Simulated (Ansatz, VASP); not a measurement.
## One calculation of Nb, two programs

```xyz
2
Lattice="2.8260 0.0000 0.0000 -1.4130 2.4474 0.0000 0.0000 0.0000 5.3220" Properties=species:S:1:pos:R:3 pbc="T T T"
Nb    0.0000    1.6316    1.3305
Nb    1.4130    0.8158    3.9915
```

Alike in both runs: functional r2SCAN; k mesh 6 × 6 × 4; occupations gaussian, width 0.1 eV; no spin polarisation.

Ansatz relaxed the structure, and its values are those at the end. VASP's run is a single point on that final structure, the one shown.

|  | VASP | Ansatz |
| --- | --- | --- |
| version | VASP 6.6.1 | Ansatz 0.2.0 |
| potentials or method | VASP PAW PBE potentials, release 64 (Nb_sv), cutoff 520 eV | scalar-relativistic, plane waves, PAW |
| valence electrons in the cell | 26 | 26 |

```tsv
	VASP	Ansatz	Ansatz less VASP
gap on the k mesh at the Fermi level (eV)	none	none	-
pressure (GPa)	-0.2	-0.1	+0.19
```

VASP's potentials were made for PBE, not for r2SCAN. A gap of «none» marks a metal or a gap that the smearing closes. With one functional, cell and mesh, what is left measures potentials, basis and numerics.

The k mesh is coarse, so the values compare programs but aren't converged.
